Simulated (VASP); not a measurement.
Ta2N: single point with PBE

Ta2N:

```
Ta N
1.0
    -1.55227    2.68836    0.00073
    -0.01121   -0.00523    4.88406
     4.64967    2.68408   -0.01407
Ta N
4 2
Direct
  0.00041 0.74527 0.33100
  0.50041 0.74526 0.83101
  0.49959 0.25473 0.16899
  0.99959 0.25474 0.66899
  0.00000 0.00000 0.99999
  0.50000 0.00000 0.50001
```

```yaml
Program: VASP 6.6.1
Task: single point
Functional: PBE
Potentials_or_basis: VASP PAW PBE potentials, release 64 (Ta_pv, N)
Cutoff: 600 eV
k_mesh: 8 × 4 × 4
Occupations: gaussian, width 0.2 eV
Spin: no spin polarisation
Dipole_correction: no
Further_INCAR_settings: ALGO = Normal; EDIFF = 1e-06; NBANDS = 36
```

```json
{
  "Pressure": "0.2 GPa",
  "Largest force": "0.063 eV/Å",
  "Band gap on the k mesh": "zero (bands 27 and 28 overlap by 2.69 eV)"
}
```

Forces on the atoms (eV/Å):
```
Ta   0.004 -0.006 -0.062
Ta   0.004 -0.007 -0.062
Ta  -0.004  0.006  0.062
Ta  -0.004  0.007  0.062
N    0.000  0.000  0.000
N    0.000  0.000  0.000
```

Stress tensor (GPa, compression positive):
```
 0.29  0.01 -0.01
 0.01  0.28 -0.03
-0.01 -0.03  0.14
```

Levels at points of the mesh, in eV from the Fermi level:
| k point | band 25 | band 26 | band 27 | band 28 | band 29 | band 30 |
| --- | --- | --- | --- | --- | --- | --- |
| (0.00, 0.00, 0.00) | -0.71 | -0.22 | -0.21 | 0.27 | 0.28 | 0.40 |
| (0.50, 0.00, 0.00) | -2.47 | -2.47 | 0.88 | 0.88 | 2.17 | 2.17 |
| (0.00, 0.50, 0.00) | -2.05 | -1.08 | -1.07 | -0.33 | 0.73 | 1.76 |
| (0.50, 0.50, 0.00) | -1.96 | -1.96 | -0.24 | -0.24 | 0.23 | 0.23 |
| (0.00, 0.00, 0.50) | -1.66 | -1.66 | 0.15 | 0.15 | 1.02 | 1.02 |
| (0.50, 0.00, 0.50) | -1.40 | -1.39 | 1.68 | 1.68 | 1.98 | 1.98 |
| (0.00, 0.50, 0.50) | -1.91 | -1.91 | 0.19 | 0.19 | 0.69 | 0.69 |
| (0.50, 0.50, 0.50) | -2.13 | -2.13 | -0.28 | -0.28 | 0.77 | 0.77 |

Run time: 4.6 min on 1 thread of Intel(R) Xeon(R) Platinum 8259CL CPU @ 2.50GHz (Skylake/Cascade Lake), on a shared host, peak memory 0.34 GiB.

Caveat: spin-orbit coupling is left out, which moves the levels of the heavy elements.
